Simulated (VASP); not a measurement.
Wanted: the native input for a VASP 6.6.1 run.

```yaml
Task: single point
Functional: PBE
Dispersion: D4
Potentials_or_basis: VASP PAW PBE potentials, release 64 (Cu, I)
Cutoff: 520 eV
k_mesh: 6 × 6 × 6
Occupations: fermi-dirac, width 0.02 eV
Spin: no spin polarisation
Dipole_correction: no
Further_INCAR_settings: ALGO = Normal; EDIFF = 1e-07; NBANDS = 26
```

The structure of CuI lies in POSCAR:

```
CuI
1.0
    3.3397888956     -3.5115552789      0.0000000000
    3.3397888956      3.5115552789      0.0000000000
    0.0000000000      0.0000000000      4.3653802003
Cu I
2 2
Direct
    0.4130755688      0.5869244312      0.7500000000
    0.5869244312      0.4130755688      0.2500000000
    0.7853773277      0.2146226723      0.7500000000
    0.2146226723      0.7853773277      0.2500000000
```

These files were run (other wordings do the same):

INCAR

```
ALGO = Normal
EDIFF = 1E-7
ENCUT = 520
GGA = PE
ISIF = 2
ISMEAR = -1
IVDW = 13
LASPH = T
LCHARG = F
LREAL = F
LWAVE = F
NBANDS = 26
NELM = 60
PREC = Accurate
SIGMA = 0.02
```

KPOINTS

```
k-points
0
Gamma
  6 6 6
```

Potentials or basis: VASP PAW PBE potentials, release 64 (Cu, I).

Command:

```sh
$ cat potpaw_PBE.64/Cu/POTCAR potpaw_PBE.64/I/POTCAR > POTCAR
$ mpirun -np 1 vasp_std > vasp.out
```

It gave:

```yaml
Pressure: 0.1 GPa
Largest_force: 0.011 eV/Å
Band_gap_on_the_k_mesh: 0.88 eV, direct
Dispersion_energy_per_atom: -0.397 eV
```

Caveat: spin-orbit coupling is left out, which moves the levels of the heavy elements.

Run time: 41 s on 1 thread of Intel(R) Xeon(R) 6975P-C (Granite Rapids), on a shared host, peak memory 0.27 GiB.
